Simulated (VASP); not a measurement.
# TiO2 (I4_1/amd) in VASP: a series of runs

TiO2 is run at these levels: PBE+U; tasks: single point.

All numbers are computed with VASP 6.6.1; they aren't measurements. Logs are shortened: lines on timing, memory, paths and dates and some standing lists are left out, and cuts for length are marked.

### 1 The cell of the first run

Symmetry: I4_1/amd, No. 141, tetragonal system. The conventional cell has a = 3.785 Å, b = 3.785 Å, c = 9.514 Å, α = 90.00°, β = 90.00°, γ = 90.00°. Within 2.6 Å of Ti (site symmetry -4m2) lie 6 O at 1.94 to 1.97 Å. Within 2.6 Å of O (site symmetry 2mm) lie 3 Ti at 1.94 to 1.97 Å and 2 O at 2.45 Å.

### 2 Single point, PBE+U, collinear spin, ferromagnetic start

Contents of INCAR:

```
SYSTEM = TiO2
PREC = Accurate ; ENCUT = 520
EDIFF = 1E-7 ; ISMEAR = -1
SIGMA = 0.05 ; LREAL = .FALSE.
LASPH = .TRUE. ; NELM = 150
ALGO = Normal ; ISIF = 2
LWAVE = .FALSE. ; LCHARG = .TRUE.
ISPIN = 2 ; MAGMOM = 1 1 0 0 0 0
LORBIT = 11 ; LMAXMIX = 4
LDAU = .TRUE. ; LDAUTYPE = 2
LDAUL = 2 -1 ; LDAUU = 5.6 0
LDAUJ = 0 0 ; LDAUPRINT = 1
GGA = PE ; LELF = .TRUE.
LVHAR = .TRUE. ; ISYM = 0
NBANDS = 37
```

Contents of KPOINTS:

```
regular mesh
0
G
  5 5 7
  0 0 0
```

Contents of POSCAR:

```
TiO2
1.0
   -1.8925000000      1.8925000000      4.7570000000
    1.8925000000     -1.8925000000      4.7570000000
    1.8925000000      1.8925000000     -4.7570000000
Ti O
2 4
Direct
    0.0000000000      0.0000000000      0.0000000000
    0.7500000000      0.2500000000      0.5000000000
    0.2066000000      0.2066000000      0.0000000000
    0.9566000000      0.4566000000      0.5000000000
    0.5434000000      0.0434000000      0.5000000000
    0.7934000000      0.7934000000      0.0000000000
```

Potentials or basis: VASP PAW PBE potentials, release 64 (Ti_sv, O).

Run with:

```bash
$ cat potpaw_PBE.64/Ti_sv/POTCAR potpaw_PBE.64/O/POTCAR > POTCAR
$ mpirun -np 1 vasp_std > vasp.out
```

OUTCAR:

```text
SYSTEM = TiO2
   PREC = Accurate
   ENCUT = 520
   EDIFF = 1E-7
   ISMEAR = -1
   LREAL = .FALSE.
   LASPH = .TRUE.
   NELM = 150
   ISIF = 2
   ISPIN = 2
   LORBIT = 11
   GGA = PE
   ISYM = 0

 ion  position               nearest neighbor table
   1  0.000  0.000  0.000-   5 1.94   4 1.94   5 1.94   4 1.94   3 1.97   6 1.97
   2  0.750  0.250  0.500-   6 1.94   3 1.94   6 1.94   3 1.94   4 1.97   5 1.97
   3  0.207  0.207  0.000-   2 1.94   2 1.94   1 1.97
   4  0.957  0.457  0.500-   1 1.94   1 1.94   2 1.97
   5  0.543  0.043  0.500-   1 1.94   1 1.94   2 1.97
   6  0.793  0.793  0.000-   2 1.94   2 1.94   1 1.97

IMPORTANT INFORMATION: All symmetrisations will be switched off!
NOSYMM: (Re-)initialisation of all symmetry stuff for point group C_1.

----------------------------------------------------------------------------------------

                                     Primitive cell

  volume of cell :      68.1499

  direct lattice vectors                    reciprocal lattice vectors
    -1.892500000  1.892500000  4.757000000     0.000000000  0.264200793  0.105108262
     1.892500000 -1.892500000  4.757000000     0.264200793  0.000000000  0.105108262
     1.892500000  1.892500000 -4.757000000     0.264200793  0.264200793  0.000000000

  length of vectors
     5.458219627  5.458219627  5.458219627     0.284341002  0.284341002  0.373636344

  position of ions in fractional coordinates (direct lattice)
     0.000000000  0.000000000  0.000000000
     0.750000000  0.250000000  0.500000000
     0.206600000  0.206600000  0.000000000
     0.956600000  0.456600000  0.500000000
     0.543400000  0.043400000  0.500000000
     0.793400000  0.793400000  0.000000000

  ion indices of the primitive-cell ions
   primitive index   ion index
                 1           1
                 2           2
                 3           3
                 4           4
                 5           5
                 6           6

----------------------------------------------------------------------------------------

 KPOINTS: regular mesh

Automatic generation of k-mesh.
 Grid dimensions read from file:
 generate k-points for:    5    5    7

 Generating k-lattice:

  Cartesian coordinates                     Fractional coordinates (reciprocal lattice)
     0.000000000  0.052840159  0.021021652     0.200000000  0.000000000 -0.000000000
     0.052840159  0.000000000  0.021021652     0.000000000  0.200000000 -0.000000000
     0.037742970  0.037742970  0.000000000     0.000000000  0.000000000  0.142857143

  Length of vectors
     0.056868200  0.056868200  0.053376621

  Shift w.r.t. Gamma in fractional coordinates (k-lattice)
     0.000000000  0.000000000  0.000000000

 -----------------------------------------------------------------------------
|                                                                             |
|           W    W    AA    RRRRR   N    N  II  N    N   GGGG   !!!           |
|           W    W   A  A   R    R  NN   N  II  NN   N  G    G  !!!           |
|           W    W  A    A  R    R  N N  N  II  N N  N  G       !!!           |
|           W WW W  AAAAAA  RRRRR   N  N N  II  N  N N  G  GGG   !            |
[... 133 lines left out ...]
  o =  0.0962  v =  1.0000 -0.0011 -0.0000 -0.0010  0.0000  0.0000  0.0000  0.0000  0.0000  0.0000      0.0000  0.0000  0.0000  0.0000  0.0000  0.0000  0.0000  0.0000  0.0000  0.0000
  o =  0.0963  v =  0.0000  0.0000  0.0000  0.0000  0.0000 -0.0021 -0.6746  0.0000 -0.7382 -0.0000      0.0000  0.0000  0.0000  0.0000  0.0000  0.0000  0.0000  0.0000  0.0000  0.0000
  o =  0.0963  v =  0.0000  0.0000  0.0000  0.0000  0.0000  0.0000 -0.7382  0.0000  0.6746 -0.0000      0.0000  0.0000  0.0000  0.0000  0.0000  0.0000  0.0000  0.0000  0.0000  0.0000
  o =  0.0963  v = -0.0015 -0.7420  0.0000 -0.6704  0.0000  0.0000  0.0000  0.0000  0.0000  0.0000      0.0000  0.0000  0.0000  0.0000  0.0000  0.0000  0.0000  0.0000  0.0000  0.0000
  o =  0.0963  v =  0.0000  0.6704  0.0000 -0.7420  0.0000  0.0000  0.0000  0.0000  0.0000  0.0000      0.0000  0.0000  0.0000  0.0000  0.0000  0.0000  0.0000  0.0000  0.0000  0.0000
  o =  0.2482  v =  0.0000  0.0000  0.0000  0.0000  0.0000  0.0000 -0.0000 -0.0000  0.0000  1.0000      0.0000  0.0000  0.0000  0.0000  0.0000  0.0000  0.0000  0.0000  0.0000  0.0000
  o =  0.2482  v =  0.0000  0.0000 -0.0000 -0.0000 -1.0000  0.0000  0.0000  0.0000  0.0000  0.0000      0.0000  0.0000  0.0000  0.0000  0.0000  0.0000  0.0000  0.0000  0.0000  0.0000
  o =  0.2548  v =  0.0000  0.0000  0.0000  0.0000  0.0000 -0.0000 -0.0000 -1.0000 -0.0000 -0.0000      0.0000  0.0000  0.0000  0.0000  0.0000  0.0000  0.0000  0.0000  0.0000  0.0000
  o =  0.2548  v = -0.0000 -0.0000 -1.0000 -0.0000  0.0000  0.0000  0.0000  0.0000  0.0000  0.0000      0.0000  0.0000  0.0000  0.0000  0.0000  0.0000  0.0000  0.0000  0.0000  0.0000

atom =   2  type =  1  l = 2

 onsite density matrix

spin component  1

  0.0962  0.0000  0.0000  0.0000  0.0000
  0.0000  0.0963  0.0000 -0.0000 -0.0000
  0.0000  0.0000  0.2548  0.0000 -0.0000
  0.0000 -0.0000  0.0000  0.0963  0.0000
  0.0000 -0.0000 -0.0000  0.0000  0.2482

spin component  2

  0.0962  0.0000  0.0000  0.0000 -0.0000
  0.0000  0.0963  0.0000 -0.0000 -0.0000
  0.0000  0.0000  0.2548  0.0000 -0.0000
  0.0000 -0.0000  0.0000  0.0963  0.0000
 -0.0000 -0.0000 -0.0000  0.0000  0.2482

 occupancies and eigenvectors

  o =  0.0962  v =  0.0000  0.0000  0.0000  0.0000  0.0000  1.0000 -0.0012 -0.0000 -0.0014  0.0000      0.0000  0.0000  0.0000  0.0000  0.0000  0.0000  0.0000  0.0000  0.0000  0.0000
  o =  0.0962  v =  1.0000 -0.0013 -0.0000 -0.0012 -0.0000  0.0000  0.0000  0.0000  0.0000  0.0000      0.0000  0.0000  0.0000  0.0000  0.0000  0.0000  0.0000  0.0000  0.0000  0.0000
  o =  0.0963  v =  0.0000  0.0000  0.0000  0.0000  0.0000 -0.0018 -0.6818  0.0000 -0.7315  0.0000      0.0000  0.0000  0.0000  0.0000  0.0000  0.0000  0.0000  0.0000  0.0000  0.0000
  o =  0.0963  v =  0.0000  0.0000  0.0000  0.0000  0.0000 -0.0001  0.7315 -0.0000 -0.6818  0.0000      0.0000  0.0000  0.0000  0.0000  0.0000  0.0000  0.0000  0.0000  0.0000  0.0000
  o =  0.0963  v = -0.0018 -0.7728  0.0000 -0.6346 -0.0000  0.0000  0.0000  0.0000  0.0000  0.0000      0.0000  0.0000  0.0000  0.0000  0.0000  0.0000  0.0000  0.0000  0.0000  0.0000
  o =  0.0963  v =  0.0001 -0.6346 -0.0000  0.7728 -0.0000  0.0000  0.0000  0.0000  0.0000  0.0000      0.0000  0.0000  0.0000  0.0000  0.0000  0.0000  0.0000  0.0000  0.0000  0.0000
  o =  0.2482  v =  0.0000  0.0000  0.0000  0.0000  0.0000 -0.0000 -0.0000  0.0000  0.0000  1.0000      0.0000  0.0000  0.0000  0.0000  0.0000  0.0000  0.0000  0.0000  0.0000  0.0000
  o =  0.2482  v =  0.0000 -0.0000  0.0000  0.0000  1.0000  0.0000  0.0000  0.0000  0.0000  0.0000      0.0000  0.0000  0.0000  0.0000  0.0000  0.0000  0.0000  0.0000  0.0000  0.0000
  o =  0.2548  v =  0.0000  0.0000  0.0000  0.0000  0.0000  0.0000  0.0000  1.0000  0.0000 -0.0000      0.0000  0.0000  0.0000  0.0000  0.0000  0.0000  0.0000  0.0000  0.0000  0.0000
  o =  0.2548  v = -0.0000 -0.0000 -1.0000 -0.0000  0.0000  0.0000  0.0000  0.0000  0.0000  0.0000      0.0000  0.0000  0.0000  0.0000  0.0000  0.0000  0.0000  0.0000  0.0000  0.0000

 number of electron      47.9999998 magnetization       0.0000008

 Free energy of the ion-electron system (eV)
  ---------------------------------------------------
  ext. energy  EPLUGINS =         0.00000000
  ---------------------------------------------------
  free energy    TOTEN  =       -46.26045504 eV

  energy without entropy =      -46.26045504  energy(sigma->0) =      -46.26045504

 E-fermi :   4.7393     XC(G=0): -10.7486

 val. band max:        3.7121702193   @ k =   0.0000   0.0000   0.4286
 cond. band min:       6.7058371614   @ k =   0.0000   0.0000   0.0000
 fundamental gap:      2.9936669421
 Fermi energy:         4.7392729061

 spin component 1

 k-point     1 :       0.0000    0.0000    0.0000
  band No.  band energies     occupation
      1     -54.0115      1.00000
      2     -53.9542      1.00000
      3     -30.4019      1.00000
      4     -30.1727      1.00000
      5     -30.1727      1.00000
      6     -30.1050      1.00000
[... 1865 lines left out ...]
     35      14.3605      0.00000
     36      15.0024      0.00000

 [... further k-points ...]

 [bands above 36 left out]

------------------------ aborting loop because EDIFF is reached ----------------------------------------

  FORCE on cell =-STRESS in cart. coord.  units (eV):
  Direction    XX          YY          ZZ          XY          YZ          ZX
  --------------------------------------------------------------------------------------
  -------------------------------------------------------------------------------------
  Total        7.0065273      7.0065265      7.9936822     -0.0000398     -0.0000107     -0.0000104
  in kB      164.7208140    164.7207957    187.9284542     -0.0009360     -0.0002519     -0.0002450
  external PRESSURE =     172.4566880 kB  Pullay stress =       0.0000000 kB

 VOLUME and BASIS-vectors are now :
 -----------------------------------------------------------------------------
  energy-cutoff  :      520.00
  volume of cell :       68.15
      direct lattice vectors                 reciprocal lattice vectors
    -1.892500000  1.892500000  4.757000000     0.000000000  0.264200793  0.105108262
     1.892500000 -1.892500000  4.757000000     0.264200793  0.000000000  0.105108262
     1.892500000  1.892500000 -4.757000000     0.264200793  0.264200793  0.000000000

 POSITION                                       TOTAL-FORCE (eV/Angst)
 -----------------------------------------------------------------------------------
      0.00000      0.00000      0.00000         0.000013     -0.000013     -0.000001
      0.00000      1.89250      2.37850        -0.000013      0.000013      0.000000
      0.00000      0.00000      1.96559         0.000008     -0.000006      0.540739
      0.00000      1.89250      4.34409        -0.000006      0.000008      0.540740
      0.00000      1.89250      0.41291        -0.000008      0.000006     -0.540740
      0.00000      0.00000      7.54841         0.000006     -0.000009     -0.540739
 -----------------------------------------------------------------------------------
    total drift:                                0.000000      0.000001     -0.000000

  FREE ENERGIE OF THE ION-ELECTRON SYSTEM (eV)
  ---------------------------------------------------
  free  energy   TOTEN  =       -46.2604550398 eV

  energy  without entropy=      -46.2604550397  energy(sigma->0) =      -46.26045504

 total charge

# of ion       s       p       d       tot
------------------------------------------
    1        2.242   6.330   1.556  10.128
    2        2.242   6.330   1.556  10.128
    3        1.570   3.551   0.000   5.122
    4        1.570   3.551   0.000   5.122
    5        1.570   3.551   0.000   5.122
    6        1.570   3.551   0.000   5.122
--------------------------------------------------
tot         10.765  26.866   3.112  40.743

 magnetization (x)

# of ion       s       p       d       tot
------------------------------------------
    1        0.000  -0.000   0.000   0.000
    2        0.000  -0.000   0.000   0.000
    3       -0.000  -0.000   0.000  -0.000
    4       -0.000  -0.000   0.000  -0.000
    5       -0.000  -0.000   0.000  -0.000
    6       -0.000  -0.000   0.000  -0.000
--------------------------------------------------
tot          0.000  -0.000   0.000   0.000
```

Wall time 8.4 min (1 thread of Intel Xeon 6975P-C (Granite Rapids), shared host); peak memory 0.5 GiB.

Results:

```yaml
Free_energy: -46.2605 eV
Pressure: 17.2 GPa
Largest_force: 0.541 eV/Å
Band_gap_on_the_k_mesh: 2.99 eV, indirect (least direct gap 3.44 eV)
Net_moment: 0.00 μB per cell
Valence_electrons_inside_the_program's_atomic_spheres: Ti 10.13; O 5.12
```

Forces in eV/Å, atoms in the order of the input:
```
Ti   0.000  0.000  0.000
Ti   0.000  0.000  0.000
O    0.000  0.000  0.541
O    0.000  0.000  0.541
O    0.000  0.000 -0.541
O    0.000  0.000 -0.541
```

Levels at points of the mesh, in eV from the valence-band top:
Spin up:
```
           k point  band 21  band 22  band 23  band 24  band 25  band 26  band 27  band 28
(0.00, 0.00, 0.00)    -0.71    -0.71    -0.45    -0.45     2.99     3.80     4.77     4.77
```
Spin down:
```csv
k point,band 21,band 22,band 23,band 24,band 25,band 26,band 27,band 28
"(0.00, 0.00, 0.00)",-0.71,-0.71,-0.45,-0.45,2.99,3.80,4.77,4.77
```

Eigenvalues of the final occupation matrices:
```tsv
site	spin	trace	eigenvalues
site 1 d	1	0.79	0.10 0.10 0.10 0.25 0.25
site 1 d	2	0.79	0.10 0.10 0.10 0.25 0.25
site 2 d	1	0.79	0.10 0.10 0.10 0.25 0.25
site 2 d	2	0.79	0.10 0.10 0.10 0.25 0.25
```

A k mesh can miss the band edges. The state reached can hang on the start; a lower one may exist.

### 3 Single point, PBE+U, collinear spin, zero start

Contents of INCAR:

```
PREC = Accurate ; ENCUT = 520
EDIFF = 1E-7 ; ISMEAR = -1
SIGMA = 0.05 ; LREAL = False
LASPH = True ; NELM = 150
ALGO = Normal ; ISIF = 2
LWAVE = False ; LCHARG = False
ISPIN = 2 ; MAGMOM = 0 0 0 0 0 0
LORBIT = 11 ; LMAXMIX = 4
LDAU = True ; LDAUTYPE = 2
LDAUL = 2 -1 ; LDAUU = 5.6 0
LDAUJ = 0 0 ; LDAUPRINT = 1
GGA = PE ; ISYM = 0
NBANDS = 37
```

Contents of KPOINTS:

```
Automatic mesh
0
Gamma
  5 5 7
```

POSCAR is that of step 2.

Potentials or basis: VASP PAW PBE potentials, release 64 (Ti_sv, O).

Run with:

```bash
$ cat potpaw_PBE.64/Ti_sv/POTCAR potpaw_PBE.64/O/POTCAR > POTCAR
$ mpirun -np 1 vasp_std > vasp.out
```

Run time: 7.3 min. Hardware: 1 thread of Intel Xeon 6975P-C (Granite Rapids), shared host; peak memory 0.5 GiB.

The run converged. Its results:

```
Free energy                                           : -46.2605 eV
Pressure                                              : 17.2 GPa
Largest force                                         : 0.541 eV/Å
Band gap on the k mesh                                : 2.99 eV, indirect (least direct gap 3.44 eV)
Net moment                                            : 0.00 μB per cell
Valence electrons inside the program's atomic spheres : Ti 10.13; O 5.12
```

Forces in eV/Å, atoms in the order of the input:
```
Ti   0.000  0.000  0.000
Ti   0.000  0.000  0.000
O    0.000  0.000  0.541
O    0.000  0.000  0.541
O    0.000  0.000 -0.541
O    0.000  0.000 -0.541
```

Stress tensor (GPa, compression positive):
```
16.47  0.00  0.00
 0.00 16.47  0.00
 0.00  0.00 18.79
```

Levels at points of the mesh, in eV from the valence-band top:
Spin up:
```csv
k point,band 21,band 22,band 23,band 24,band 25,band 26,band 27,band 28
"(0.00, 0.00, 0.00)",-0.71,-0.71,-0.45,-0.45,2.99,3.80,4.77,4.77
```
Spin down:
```csv
k point,band 22,band 23,band 24,band 25,band 26,band 27
"(0.00, 0.00, 0.00)",-0.71,-0.45,-0.45,2.99,3.80,4.77
```

Eigenvalues of the final occupation matrices:
```
    site  spin  trace               eigenvalues
site 1 d     1   0.79  0.10 0.10 0.10 0.25 0.25
site 1 d     2   0.79  0.10 0.10 0.10 0.25 0.25
site 2 d     1   0.79  0.10 0.10 0.10 0.25 0.25
site 2 d     2   0.79  0.10 0.10 0.10 0.25 0.25
```
